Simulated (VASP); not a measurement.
# Cl (Fm-3m) in VASP: a series of runs, part 2 of 2

VASP 6.6.1. Earlier steps stand in the parts before.

**3. Relaxation of cell and atoms, r2SCAN**

This run uses another cell than the first one, of 22.33 Å³/atom.

POSCAR reads:

```
Cl
1.0
    0.0000000000      2.2350000000      2.2350000000
    2.2350000000      0.0000000000      2.2350000000
    2.2350000000      2.2350000000      0.0000000000
Cl
1
Direct
    0.0000000000      0.0000000000      0.0000000000
```

INCAR.step1 reads:

```
SYSTEM = Cl
ALGO     = Normal         ! electronic algorithm
EDIFF    = 1E-5           ! SCF threshold, eV
EDIFFG   = -0.005         ! ionic threshold
ENCUT    = 550            ! plane-wave cutoff, eV
GGA      = PE             ! functional
GGA_COMPAT= .False.      
IBRION   = 2              ! ionic algorithm
ISIF     = 3              ! what is computed and relaxed
ISMEAR   = -1             ! smearing method
LASPH    = .True.         ! aspherical terms in the spheres
LCHARG   = .False.        ! write CHGCAR
LREAL    = .False.        ! projectors in reciprocal space
LWAVE    = .True.         ! write WAVECAR
NELM     = 120            ! most SCF steps
NELMIN   = 4            
NSW      = 100            ! ionic steps
PREC     = Accurate       ! precision mode
SIGMA    = 0.05           ! smearing width, eV
```

INCAR.step2 reads:

```
SYSTEM = Cl
ALGO     = Normal         ! electronic algorithm
EDIFF    = 1E-7           ! SCF threshold, eV
EDIFFG   = -0.03          ! ionic threshold
ENCUT    = 550            ! plane-wave cutoff, eV
GGA_COMPAT= .False.      
IBRION   = 2              ! ionic algorithm
ISIF     = 3              ! what is computed and relaxed
ISMEAR   = -1             ! smearing method
ISTART   = 1            
LASPH    = .True.         ! aspherical terms in the spheres
LCHARG   = .False.        ! write CHGCAR
LMIXTAU  = .True.       
LREAL    = .False.        ! projectors in reciprocal space
LWAVE    = .False.        ! write WAVECAR
METAGGA  = R2SCAN         ! meta-GGA
NELM     = 120            ! most SCF steps
NELMIN   = 4            
NSW      = 80             ! ionic steps
PREC     = Accurate       ! precision mode
SIGMA    = 0.05           ! smearing width, eV
```

KPOINTS reads:

```
k-points
0
Gamma
  9 9 9
  0 0 0
```

Potentials or basis: VASP PAW PBE potentials, release 64 (Cl).

Launch:

```
cat potpaw_PBE.64/Cl/POTCAR > POTCAR
cp INCAR.step1 INCAR
mpirun -np 1 vasp_std > vasp.out
cp INCAR.step2 INCAR
mpirun -np 1 vasp_std > vasp.out
```

OUTCAR:

```text
SYSTEM = Cl
   EDIFF = 1E-7
   EDIFFG = -0.03
   ENCUT = 550
   IBRION = 2
   ISIF = 3
   ISMEAR = -1
   ISTART = 1
   LASPH = .True.
   LREAL = .False.
   METAGGA = R2SCAN
   NELM = 120
   NELMIN = 4
   NSW = 80
   PREC = Accurate

 ion  position               nearest neighbor table
   1  0.000  0.000  0.000-

  LATTYP: Found a face centered cubic cell.
 ALAT       =     4.4700000000

  Lattice vectors:

 A1 = (   0.0000000000,   2.2350000000,   2.2350000000)
 A2 = (   2.2350000000,   0.0000000000,   2.2350000000)
 A3 = (   2.2350000000,   2.2350000000,   0.0000000000)

Analysis of symmetry for initial positions (statically):
=====================================================================
 Subroutine PRICEL returns:
 Original cell was already a primitive cell.

 Routine SETGRP: Setting up the symmetry group for a
 face centered cubic supercell.

 Subroutine GETGRP returns: Found 48 space group operations
 (whereof 48 operations were pure point group operations)
 out of a pool of 48 trial point group operations.

The static configuration has the point symmetry O_h .

Analysis of symmetry for dynamics (positions and initial velocities):
=====================================================================
 Subroutine PRICEL returns:
 Original cell was already a primitive cell.

 Routine SETGRP: Setting up the symmetry group for a
 face centered cubic supercell.

 Subroutine GETGRP returns: Found 48 space group operations
 (whereof 48 operations were pure point group operations)
 out of a pool of 48 trial point group operations.

The dynamic configuration has the point symmetry O_h .

 Subroutine INISYM returns: Found 48 space group operations
 (whereof 48 operations are pure point group operations),
 and found     1 'primitive' translations

----------------------------------------------------------------------------------------

                                     Primitive cell
[... 89 lines left out ...]
   EDIFF  = 0.1E-06   stopping-criterion for ELM
   LREAL  =      F    real-space projection
   EDIFFG = -.3E-01   stopping-criterion for IOM
   NSW    =     80    number of steps for IOM
   IBRION =      2    ionic relax: 0-MD 1-quasi-New 2-CG
   NFREE  =      1    steps in history (QN), initial steepest desc. (CG)
   ISIF   =      3    stress and relaxation
   ISYM   =      2    0-nonsym 1-usesym 2-fastsym
   POTIM  = 0.5000    time-step for ionic-motion
   TEBEG  =    0.0;   TEEND  =   0.0 temperature during run
   PSTRESS=    0.0 pullay stress
   NELECT =       7.0000    total number of electrons
   NUPDOWN=      -1.0000    fix difference up-down
   EMIN   =  10.00;   EMAX   =-10.00  energy-range for DOS
   EFERMI =   0.00;   METHOD = LEGACY
   ISMEAR =    -1;   SIGMA  =   0.05  broadening in eV -4-tet -1-fermi 0-gaus
   EFERMI_NEDOS =   21; number of points for ismear=-14 and -15
   IALGO  =     38    algorithm
   IMIX   =      4    mixing-type and parameters
     AMIX     =   0.40;   BMIX     =  1.00
     AMIX_MAG =   1.60;   BMIX_MAG =  1.00
  volume/ion in A,a.u.               =      22.33       150.68
  Fermi-wavevector in a.u.,A,eV,Ry     =   1.112124  2.101610 16.827963  1.236820
  Thomas-Fermi vector in A             =   2.248695
   LORBIT       =      0    0 simple, 1 ext, 2 COOP (PROOUT), +10 PAW based schemes
   METAGGA = R2SCAN    functional components
   LHFCALC =     F    Hartree Fock is set to
   AEXX    =    0.0000 exact exchange contribution
   IVDW    =     0    specifies the selected vdW correction
   LEPSILON=     F    determine dielectric tensor
   LRPA    =     F    only Hartree local field effects (RPA)
 conjugate gradient relaxation of ions
 non-spin polarized calculation
  energy-cutoff  :      550.00
  volume of cell :       22.33
 maximum number of plane-waves:       663
   NGX = 13   NGY = 13   NGZ = 13

--------------------------------------- Ionic step        1  -------------------------------------------

 number of electron       6.9999999 magnetization

 Free energy of the ion-electron system (eV)
  ---------------------------------------------------
  ext. energy  EPLUGINS =         0.00000000
  ---------------------------------------------------
  free energy    TOTEN  =        -5.16726201 eV

  energy without entropy =       -5.14935935  energy(sigma->0) =       -5.15831068

 E-fermi :   0.7759     XC(G=0):  -9.7964

 val. band max:        0.7723588183   @ k =  -0.3333   0.2222   0.0000
 cond. band min:       0.7806195123   @ k =   0.4444   0.1111   0.0000
 fundamental gap:      0.0082606941
 Fermi energy:         0.7758927097

 k-point     1 :       0.0000    0.0000    0.0000
  band No.  band energies     occupation
      1     -14.8549      2.00000
      2       1.5129      0.00000
      3       1.5129      0.00000
      4       1.5129      0.00000
      5      11.3138      0.00000
      6      15.6404      0.00000
      7      15.6404      0.00000
[... 299 lines left out ...]
--------------------------------------- Ionic step        3  -------------------------------------------

 number of electron       7.0000001 magnetization

 Free energy of the ion-electron system (eV)
  ---------------------------------------------------
  ext. energy  EPLUGINS =         0.00000000
  ---------------------------------------------------
  free energy    TOTEN  =        -5.18151070 eV

  energy without entropy =       -5.16546715  energy(sigma->0) =       -5.17348893

 E-fermi :   1.6662     XC(G=0): -10.1936

 val. band max:        1.6600886237   @ k =  -0.3333   0.2222   0.0000
 cond. band min:       1.6698261026   @ k =   0.4444   0.1111   0.0000
 fundamental gap:      0.0097374789
 Fermi energy:         1.6662193898

 k-point     1 :       0.0000    0.0000    0.0000
  band No.  band energies     occupation
      1     -14.4730      2.00000
      2       2.5131      0.00000
      3       2.5131      0.00000
      4       2.5131      0.00000
      5      12.7752      0.00000
      6      16.5066      0.00000
      7      16.5066      0.00000
[... 258 lines left out ...]
  FREE ENERGIE OF THE ION-ELECTRON SYSTEM (eV)
  ---------------------------------------------------
  free  energy   TOTEN  =        -5.1815107017 eV

  energy  without entropy=       -5.1654671528  energy(sigma->0) =       -5.17348893

 reached required accuracy - stopping structural energy minimisation
```

OUTCAR.step1:

```text
SYSTEM = Cl
   EDIFF = 1E-5
   EDIFFG = -0.005
   ENCUT = 550
   GGA = PE
   IBRION = 2
   ISIF = 3
   ISMEAR = -1
   LASPH = .True.
[... 559 lines left out ...]
  -------------------------------------------------------------------------------------
  Total       -0.0035393     -0.0035393     -0.0035393     -0.0000000     -0.0000000      0.0000000
  in kB       -0.2673505     -0.2673505     -0.2673505     -0.0000000     -0.0000000      0.0000000
  external PRESSURE =      -0.2673505 kB  Pullay stress =       0.0000000 kB
[... 16 lines left out ...]
  FREE ENERGIE OF THE ION-ELECTRON SYSTEM (eV)
  ---------------------------------------------------
  free  energy   TOTEN  =        -0.9259037158 eV

  energy  without entropy=       -0.9088490078  energy(sigma->0) =       -0.91737636

 reached required accuracy - stopping structural energy minimisation
```

OSZICAR.step1:

```text
N       E                     dE             d eps       ncg     rms          rms(c)
DAV:   1     0.234114376203E+02    0.23411E+02   -0.32219E+03   490   0.796E+02
DAV:   2    -0.352061953800E+00   -0.23763E+02   -0.23508E+02   679   0.120E+02
DAV:   3    -0.919445120769E+00   -0.56738E+00   -0.55408E+00   672   0.220E+01
DAV:   4    -0.921129874540E+00   -0.16848E-02   -0.16844E-02   812   0.131E+00
[... 21 lines left out ...]
       N       E                     dE             d eps       ncg     rms          rms(c)
DAV:   1    -0.926024557026E+00   -0.13933E-03   -0.32406E-03   490   0.465E-01    0.635E-02
DAV:   2    -0.925922808909E+00    0.10175E-03   -0.17041E-04   525   0.987E-02    0.249E-02
DAV:   3    -0.925901722849E+00    0.21086E-04   -0.84738E-05   490   0.652E-02    0.215E-02
DAV:   4    -0.925903715793E+00   -0.19929E-05   -0.65531E-07   245   0.887E-03
   4 F= -.92590372E+00 E0= -.91737636E+00  d E =-.519368E-02
```

Run time: 24 s. Hardware: 1 thread of Intel Xeon 6975P-C (Granite Rapids), shared host; peak memory 0.13 GiB.

Results:

```yaml
Free_energy: -5.1815 eV
Relaxed_volume: 20.67 Å³/atom
Relaxed_cell: a = 3.081 Å, b = 3.081 Å, c = 3.081 Å, α = 60.00°, β = 60.00°, γ = 60.00°
Space_group_after_relaxing_to_0.1_Å: Fm-3m (No. 225)
Energy_gained_by_relaxing: 14.2 meV/atom
Ionic_steps: 3
Pressure_after_relaxing: -0.1 GPa
Band_gap_on_the_k_mesh: zero (an odd number of electrons rules out a gap without spin polarisation)
```

Step by step:
```csv
step,energy change (eV),largest force (eV/Å),pressure (GPa),volume (Å³)
1,0.0000,0.0000,-2.49,22.33
2,-0.0124,0.0000,-1.01,21.22
3,-0.0142,0.0000,-0.06,20.67
```

Final structure:
```cif
data_structure
_symmetry_space_group_name_H-M 'P 1'
_symmetry_Int_Tables_number 1
_cell_length_a 3.0807
_cell_length_b 3.0807
_cell_length_c 3.0807
_cell_angle_alpha 60.000
_cell_angle_beta 60.000
_cell_angle_gamma 60.000
_cell_volume 20.67
loop_
_atom_site_label
_atom_site_type_symbol
_atom_site_fract_x
_atom_site_fract_y
_atom_site_fract_z
_atom_site_occupancy
Cl1 Cl 0.00000 0.00000 0.00000 1
```

Caveat: the PAW data sets were made with another functional, which shifts forces and pressure a little; an odd number of electrons without spin polarisation forces a metal; a magnetic or distorted state may lie lower.
